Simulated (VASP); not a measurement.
Wanted: the native input for a VASP 6.6.1 run.

| Quantity | Value |
| --- | --- |
| Task | single point |
| Functional | PBE |
| Potentials or basis | VASP PAW PBE potentials, release 64 (Co) |
| Cutoff | 520 eV |
| k mesh | 10 × 10 × 6 |
| Occupations | fermi-dirac, width 0.05 eV |
| Spin | collinear spin, ferromagnetic start |
| Starting moments | [4.0, 4.0] μB |
| Fixed moment | 8 μB |
| Dipole correction | no |
| Further INCAR settings | ALGO = Normal; EDIFF = 1e-07; NBANDS = 20 |

The structure of Co lies in POSCAR:

```
Co
1.0
    2.4873648738      0.0000000000      0.0000000000
   -1.2436824369      2.1541211692      0.0000000000
    0.0000000000      0.0000000000      4.0632895034
Co
2
Direct
    0.3333333333      0.6666666667      0.7401390000
    0.6666666667      0.3333333333      0.2598610000
```

These files were run (other wordings do the same):

INCAR

```
SYSTEM = Co
PREC = Accurate ; ENCUT = 520
EDIFF = 1E-7 ; ISMEAR = -1
SIGMA = 0.05 ; LREAL = .FALSE.
LASPH = .TRUE. ; NELM = 150
ALGO = Normal ; ISIF = 2
LWAVE = .FALSE. ; LCHARG = .FALSE.
ISPIN = 2 ; MAGMOM = 4 4
LORBIT = 11 ; NUPDOWN = 8.0
LMAXMIX = 4 ; GGA = PE
NBANDS = 20
```

KPOINTS

```
regular mesh
0
G
  10 10 6
  0 0 0
```

Potentials or basis: VASP PAW PBE potentials, release 64 (Co).

Command:

```console
$ cat potpaw_PBE.64/Co/POTCAR > POTCAR
$ mpirun -np 1 vasp_std > vasp.out
```

Results of the run:

The pressure is 108.5 GPa. The largest force is 1.199 eV/Å, the net moment is 8.00 μB per cell and the site moments are Co +3.73 μB. The valence electrons inside the program's atomic spheres are Co 8.18.

Caveat: the cell stands under pressure; the total moment is fixed, so each spin has its own Fermi level; forces of over 1 eV/Å act on the atoms, so gaps and moduli don't describe the material at rest.

Wall time 110 s on 1 thread of Intel Xeon 8259CL, on a shared host, peak memory 0.17 GiB.
